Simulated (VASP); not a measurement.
# Nb (Fm-3m) in VASP: single point with PBEsol

Aim: the single point of Nb with PBEsol.

Program: VASP 6.6.1. These are calculated values, not measurements. Logs are shortened: lines on timing, memory, paths and dates and some standing lists are left out, and cuts for length are marked.

## 1. The cell of the first run

It takes space group Fm-3m (No. 225, cubic). Conventional cell: a = 4.170 Å, b = 4.170 Å, c = 4.170 Å, α = 90.00°, β = 90.00°, γ = 90.00°. Nb (site symmetry m-3m) has 12 Nb at 2.95 Å within 3.9 Å.

## 2. Single point, PBEsol

INCAR

```
PREC = Accurate
ENCUT = 500
EDIFF = 1E-6
ISMEAR = 0
SIGMA = 0.1
LREAL = F
LASPH = T
NELM = 120
ALGO = Normal
ISIF = 2
LWAVE = F
LCHARG = F
GGA = PS
NBANDS = 12
GGA_COMPAT = F
```

KPOINTS

```
Automatic mesh
0
Gamma
  6 6 6
```

POSCAR

```
Nb
1.0
    0.0000000000      2.0851646367      2.0851646367
    2.0851646367      0.0000000000      2.0851646367
    2.0851646367      2.0851646367      0.0000000000
Nb
1
Direct
    0.0000000000      0.0000000000      0.0000000000
```

Potentials or basis: VASP PAW PBE potentials, release 64 (Nb_sv).

Launch:

```bash
$ cat potpaw_PBE.64/Nb_sv/POTCAR > POTCAR
$ mpirun -np 1 vasp_std > vasp.out
```

OUTCAR:

```text
PREC = Accurate
   ENCUT = 500
   EDIFF = 1E-6
   ISMEAR = 0
   LREAL = F
   LASPH = T
   NELM = 120
   ISIF = 2
   GGA = PS

 ion  position               nearest neighbor table
   1  0.000  0.000  0.000-

  LATTYP: Found a face centered cubic cell.
 ALAT       =     4.1703292734

  Lattice vectors:

 A1 = (   0.0000000000,   2.0851646367,   2.0851646367)
 A2 = (   2.0851646367,   0.0000000000,   2.0851646367)
 A3 = (   2.0851646367,   2.0851646367,   0.0000000000)

Analysis of symmetry for initial positions (statically):
=====================================================================
 Subroutine PRICEL returns:
 Original cell was already a primitive cell.

 Routine SETGRP: Setting up the symmetry group for a
 face centered cubic supercell.

 Subroutine GETGRP returns: Found 48 space group operations
 (whereof 48 operations were pure point group operations)
 out of a pool of 48 trial point group operations.

The static configuration has the point symmetry O_h .

Analysis of symmetry for dynamics (positions and initial velocities):
=====================================================================
 Subroutine PRICEL returns:
 Original cell was already a primitive cell.

 Routine SETGRP: Setting up the symmetry group for a
 face centered cubic supercell.

 Subroutine GETGRP returns: Found 48 space group operations
 (whereof 48 operations were pure point group operations)
 out of a pool of 48 trial point group operations.

The dynamic configuration has the point symmetry O_h .

 Subroutine INISYM returns: Found 48 space group operations
 (whereof 48 operations are pure point group operations),
 and found     1 'primitive' translations

----------------------------------------------------------------------------------------

                                     Primitive cell

  volume of cell :      18.1322

  direct lattice vectors                    reciprocal lattice vectors
     0.000000000  2.085164637  2.085164637    -0.239789219  0.239789219  0.239789219
     2.085164637  0.000000000  2.085164637     0.239789219 -0.239789219  0.239789219
     2.085164637  2.085164637  0.000000000     0.239789219  0.239789219 -0.239789219

  length of vectors
     2.948868109  2.948868109  2.948868109     0.415327111  0.415327111  0.415327111

  position of ions in fractional coordinates (direct lattice)
     0.000000000  0.000000000  0.000000000

  ion indices of the primitive-cell ions
   primitive index   ion index
                 1           1

----------------------------------------------------------------------------------------

 KPOINTS: Automatic mesh

Automatic generation of k-mesh.
 Grid dimensions read from file:
 generate k-points for:    6    6    6

 Generating k-lattice:

  Cartesian coordinates                     Fractional coordinates (reciprocal lattice)
    -0.039964870  0.039964870  0.039964870     0.166666667  0.000000000  0.000000000
     0.039964870 -0.039964870  0.039964870     0.000000000  0.166666667  0.000000000
     0.039964870  0.039964870 -0.039964870     0.000000000  0.000000000  0.166666667

  Length of vectors
     0.069221185  0.069221185  0.069221185

  Shift w.r.t. Gamma in fractional coordinates (k-lattice)
     0.000000000  0.000000000  0.000000000

 Subroutine IBZKPT returns following result:
 ===========================================

 Found     16 irreducible k-points:

 Following reciprocal coordinates:
            Coordinates               Weight
  0.000000  0.000000  0.000000      1.000000
  0.166667  0.000000  0.000000      8.000000
  0.333333  0.000000  0.000000      8.000000
  0.500000  0.000000  0.000000      4.000000
  0.166667  0.166667  0.000000      6.000000
  0.333333  0.166667  0.000000     24.000000
[... 8 lines left out ...]
 -0.333333  0.333333  0.166667     24.000000
 -0.333333  0.500000  0.166667     12.000000
   k-points           NKPTS =     16   k-points in BZ     NKDIM =     16   number of bands    NBANDS=     12
   number of dos      NEDOS =    301   number of ions     NIONS =      1
   total plane-waves  NPLWV =  13824
   dimension x,y,z NGX =    24 NGY =   24 NGZ =   24
   dimension x,y,z NGXF=    48 NGYF=   48 NGZF=   48
   ions per type =               1
   NGX,Y,Z   is equivalent  to a cutoff of  13.53, 13.53, 13.53 a.u.
   NGXF,Y,Z  is equivalent  to a cutoff of  27.06, 27.06, 27.06 a.u.
 SYSTEM =  unknown system
   PREC   = accura    normal or accurate (medium, high low for compatibility)
   ISTART =      0    job   : 0-new  1-cont  2-samecut
   ICHARG =      2    charge: 1-file 2-atom 10-const
   ISPIN  =      1    spin polarized calculation?
   LNONCOLLINEAR =      F non collinear calculations
   LSORBIT =      F    spin-orbit coupling
   LASPH  =      T    aspherical Exc in radial PAW
   ENCUT  =  500.0 eV  36.75 Ry    6.06 a.u.   5.38  5.38  5.38*2*pi/ulx,y,z
   NELM   =    120;   NELMIN=  2; NELMDL= -5     # of ELM steps
   EDIFF  = 0.1E-05   stopping-criterion for ELM
   LREAL  =      F    real-space projection
[... 7 lines left out ...]
   TEBEG  =    0.0;   TEEND  =   0.0 temperature during run
   PSTRESS=    0.0 pullay stress
   NELECT =      13.0000    total number of electrons
   NUPDOWN=      -1.0000    fix difference up-down
   EMIN   =  10.00;   EMAX   =-10.00  energy-range for DOS
   EFERMI =   0.00;   METHOD = LEGACY
   ISMEAR =     0;   SIGMA  =   0.10  broadening in eV -4-tet -1-fermi 0-gaus
   EFERMI_NEDOS =   21; number of points for ismear=-14 and -15
   IALGO  =     38    algorithm
   IMIX   =      4    mixing-type and parameters
     AMIX     =   0.40;   BMIX     =  1.00
     AMIX_MAG =   1.60;   BMIX_MAG =  1.00
  volume/ion in A,a.u.               =      18.13       122.36
  Fermi-wavevector in a.u.,A,eV,Ry     =   1.465229  2.768882 29.210306  2.146897
  Thomas-Fermi vector in A             =   2.581111
   LORBIT       =      0    0 simple, 1 ext, 2 COOP (PROOUT), +10 PAW based schemes
   GGA     = PS    functional components
   LHFCALC =     F    Hartree Fock is set to
   AEXX    =    0.0000 exact exchange contribution
   IVDW    =     0    specifies the selected vdW correction
   LEPSILON=     F    determine dielectric tensor
   LRPA    =     F    only Hartree local field effects (RPA)
 non-spin polarized calculation
 Gauss-broadening in eV      SIGMA  =   0.10
  energy-cutoff  :      500.00
  volume of cell :       18.13
 maximum number of plane-waves:       471
 NGX is ok and might be reduce to    24
   NGX = 11   NGY = 11   NGZ = 11

 number of electron      13.0000000 magnetization

 Free energy of the ion-electron system (eV)
  ---------------------------------------------------
  ext. energy  EPLUGINS =         0.00000000
  ---------------------------------------------------
  free energy    TOTEN  =       -10.61294833 eV

  energy without entropy =      -10.60776238  energy(sigma->0) =      -10.61035535

 E-fermi :  11.3144     XC(G=0): -12.5999

 val. band max:       11.2393801871   @ k =   0.3333   0.1667   0.0000
 cond. band min:      11.3827683306   @ k =   0.0000   0.0000   0.0000
 fundamental gap:      0.1433881435
 Fermi energy:        11.3144437639

 k-point     1 :       0.0000    0.0000    0.0000
  band No.  band energies     occupation
      1     -43.3617      2.00000
      2     -18.6994      2.00000
      3     -18.6994      2.00000
      4     -18.6994      2.00000
      5       4.9819      2.00000
      6      11.3828      0.33392
      7      11.3828      0.33392
      8      11.3828      0.33392
      9      14.1055      0.00000
     10      14.1055      0.00000
     11      23.1745      0.00000
     12      28.0803      0.00000

 k-point     2 :       0.1667    0.0000    0.0000
  band No.  band energies     occupation
      1     -43.3065      2.00000
      2     -19.0522      2.00000
      3     -18.7431      2.00000
      4     -18.7431      2.00000
      5       5.9668      2.00000
      6      10.7572      2.00000
      7      11.7462      0.00000
      8      11.7462      0.00000
      9      13.8641      0.00000
     10      13.8641      0.00000
     11      24.6940      0.00000
     12      25.8534      0.00000

 k-point     3 :       0.3333    0.0000    0.0000
  band No.  band energies     occupation
      1     -43.1942      2.00000
      2     -19.7192      2.00000
      3     -18.8292      2.00000
      4     -18.8292      2.00000
      5       7.2999      2.00000
      6      11.1611      1.96993
      7      11.5161      0.00435
      8      11.5161      0.00435
      9      14.9680      0.00000
     10      14.9680      0.00000
     11      22.7082      0.00000
     12      26.0489      0.00000
[... 166 lines left out ...]
 k-point    15 :      -0.3333    0.3333    0.1667
  band No.  band energies     occupation
      1     -43.0817      2.00000
      2     -19.7368      2.00000
      3     -19.4020      2.00000
      4     -19.0663      2.00000
      5       9.0256      2.00000
      6       9.3326      2.00000
      7      10.6500      2.00000
      8      13.1400      0.00000
      9      15.8527      0.00000
     10      20.1749      0.00000
     11      21.0664      0.00000
     12      25.6546      0.00000

 k-point    16 :      -0.3333    0.5000    0.1667
  band No.  band energies     occupation
      1     -43.0633      2.00000
      2     -19.7606      2.00000
      3     -19.3750      2.00000
      4     -19.1912      2.00000
      5       8.0528      2.00000
      6       8.8883      2.00000
      7      11.7862      0.00000
      8      14.0344      0.00000
      9      16.7940      0.00000
     10      20.2015      0.00000
     11      22.5509      0.00000
     12      22.5707      0.00000

------------------------ aborting loop because EDIFF is reached ----------------------------------------

  FORCE on cell =-STRESS in cart. coord.  units (eV):
  Direction    XX          YY          ZZ          XY          YZ          ZX
  --------------------------------------------------------------------------------------
  -------------------------------------------------------------------------------------
  Total       -0.0055933     -0.0055933     -0.0055933      0.0000000      0.0000000      0.0000000
  in kB       -0.4942290     -0.4942290     -0.4942290      0.0000000      0.0000000      0.0000000
  external PRESSURE =      -0.4942290 kB  Pullay stress =       0.0000000 kB

 VOLUME and BASIS-vectors are now :
 -----------------------------------------------------------------------------
  energy-cutoff  :      500.00
  volume of cell :       18.13
      direct lattice vectors                 reciprocal lattice vectors
     0.000000000  2.085164637  2.085164637    -0.239789219  0.239789219  0.239789219
     2.085164637  0.000000000  2.085164637     0.239789219 -0.239789219  0.239789219
     2.085164637  2.085164637  0.000000000     0.239789219  0.239789219 -0.239789219

 POSITION                                       TOTAL-FORCE (eV/Angst)
 -----------------------------------------------------------------------------------
      0.00000      0.00000      0.00000         0.000000     -0.000000     -0.000000
 -----------------------------------------------------------------------------------
    total drift:                               -0.000000      0.000000      0.000000

  FREE ENERGIE OF THE ION-ELECTRON SYSTEM (eV)
  ---------------------------------------------------
  free  energy   TOTEN  =       -10.6129483250 eV

  energy  without entropy=      -10.6077623835  energy(sigma->0) =      -10.61035535
```

It took 4 s on 1 thread of Intel Xeon Platinum 8259CL at 2.50GHz (Skylake/Cascade Lake), shared host; peak memory 0.13 GiB.

Results:

```yaml
Free_energy: -10.6129 eV
Pressure: 0.0 GPa
```

Caveat: the k points lie up to 0.43 Å⁻¹ apart; the PAW data sets were made with another functional, which shifts forces and pressure a little.
